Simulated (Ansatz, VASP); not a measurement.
# One calculation of AlPt, two programs

```
Al Pt
1.0
     3.06016    0.00000    0.00000
     0.00000    3.06016    0.00000
     0.00000    0.00000    3.06016
Al Pt
1 1
Cartesian
  0.0000 0.0000 0.0000
  1.5301 1.5301 1.5301
```

Alike in both runs: functional PBEsol; k mesh 14 × 14 × 14; occupations gaussian, width 0.1 eV; no spin polarisation.

Ansatz relaxed the structure, and its values are those at the end. VASP's run is a single point on that final structure, the one shown.

```csv
,VASP,Ansatz
version,VASP 6.6.1,Ansatz 0.2.0
potentials or method,"VASP PAW PBE potentials, release 64 (Al, Pt), cutoff 520 eV","scalar-relativistic, plane waves, PAW"
valence electrons in the cell,13,21
```

|  | VASP | Ansatz | Ansatz less VASP |
| --- | --- | --- | --- |
| gap on the k mesh at the Fermi level (eV) | none | none | - |
| pressure (GPa) | -0.1 | 0.0 | +0.06 |

VASP's potentials were made for PBE, not for PBEsol. A gap of «none» marks a metal or a gap that the smearing closes. With one functional, cell and mesh, what is left measures potentials, basis and numerics. VASP's potentials hold 13 valence electrons a cell and Ansatz's 21, so a difference there can come from the potentials and not from the codes.

Neither program's run includes spin-orbit coupling.
